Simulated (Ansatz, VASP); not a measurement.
**Two plane-wave programs on Mo**

```xyz
1
Lattice="-1.5764 1.5764 1.5764 1.5764 -1.5764 1.5764 1.5764 1.5764 -1.5764" Properties=species:S:1:pos:R:3 pbc="T T T"
Mo    0.0000    0.0000    0.0000
```

Alike in both runs: task single point; functional r2SCAN; k mesh 5 × 5 × 5; occupations fermi-dirac, width 0.1 eV; no spin polarisation.

|  | VASP | Ansatz |
| --- | --- | --- |
| version | VASP 6.6.1 | Ansatz 0.2.0 |
| potentials or method | VASP PAW PBE potentials, release 64 (Mo_sv), cutoff 520 eV | plane waves (500 eV) with PAW, scalar-relativistic |
| valence electrons in the cell | 14 | 14 |

```tsv
	VASP	Ansatz	Ansatz less VASP
pressure (GPa)	-1.9	-3.0	-1.10
```

VASP's potentials were made for PBE, not for r2SCAN.

The k mesh is coarse, so the values compare programs but aren't converged.
